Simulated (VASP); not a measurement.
Hf5C3, 8 atoms in the cell. Symmetry: P-6m2, No. 187, hexagonal system. Conventional cell: a = 5.407 Å, b = 5.407 Å, c = 7.694 Å, α = 90.00°, β = 90.00°, γ = 120.00°. Within 3.0 Å of Hf (site symmetry mm2) lie 4 C at 2.22 to 2.70 Å and 6 Hf at 2.66 to 2.99 Å. Within 3.5 Å of Hf (site symmetry 3m) lie 4 Hf at 2.63 to 2.99 Å and 3 C at 3.26 Å. Within 2.9 Å of C (site symmetry 3m) lie 3 Hf at 2.22 Å. C (site symmetry -6m2) has 6 Hf at 2.70 Å and 6 C at 3.51 Å within 3.6 Å. The cell was generated, and may not be a known phase.

```yaml
Program: VASP 6.6.1
Task: single point
Functional: PBE
Potentials_or_basis: VASP PAW PBE potentials, release 64 (Hf_pv, C)
Cutoff: 520 eV
k_mesh: 4 × 4 × 3
Occupations: gaussian, width 0.2 eV
Spin: no spin polarisation
Dipole_correction: no
Further_INCAR_settings: ALGO = Normal; EDIFF = 1e-06; NBANDS = 41
```

Potentials or basis: VASP PAW PBE potentials, release 64 (Hf_pv, C).

Command:

```bash
$ cat potpaw_PBE.64/Hf_pv/POTCAR potpaw_PBE.64/C/POTCAR > POTCAR
$ mpirun -np 1 vasp_std > vasp.out
```

Hardware: 1 thread of Intel Xeon 8259CL, on a shared host.

**Question.** How long does it take, and how much memory?

**Answer.** It took 3.2 min on 1 thread of Intel Xeon 8259CL, on a shared host, peak memory 0.32 GiB. Counts: scf iterations 21, k points 8.
